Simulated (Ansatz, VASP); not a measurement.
## Ru: VASP beside Ansatz

```
CELL_PARAMETERS angstrom
2.70580 0.00000 0.00000
-1.35290 2.34329 0.00000
0.00000 0.00000 4.28190
ATOMIC_POSITIONS crystal
Ru 0.66667 0.33333 0.75000
Ru 0.33333 0.66667 0.25000
```

Alike in both runs: task single point; functional PBE; k mesh 11 × 11 × 6; occupations gaussian, width 0.023 eV; no spin polarisation.

```csv
,VASP,Ansatz
version,VASP 6.6.1,Ansatz 0.2.0
potentials or method,"VASP PAW PBE potentials, release 64 (Ru_pv), cutoff 520 eV","all-electron LAPW, scalar-relativistic"
```

```tsv
	VASP	Ansatz	Ansatz less VASP
gap on the k mesh at the Fermi level (eV)	none	none	-
pressure (GPa)	4.5	4.4	-0.01
traceless stress, the component that is largest in VASP (GPa)	-0.07	-0.15	-0.074
```

A gap of «none» marks a metal or a gap that the smearing closes. Ansatz ran all-electron here, and VASP with PAW potentials.
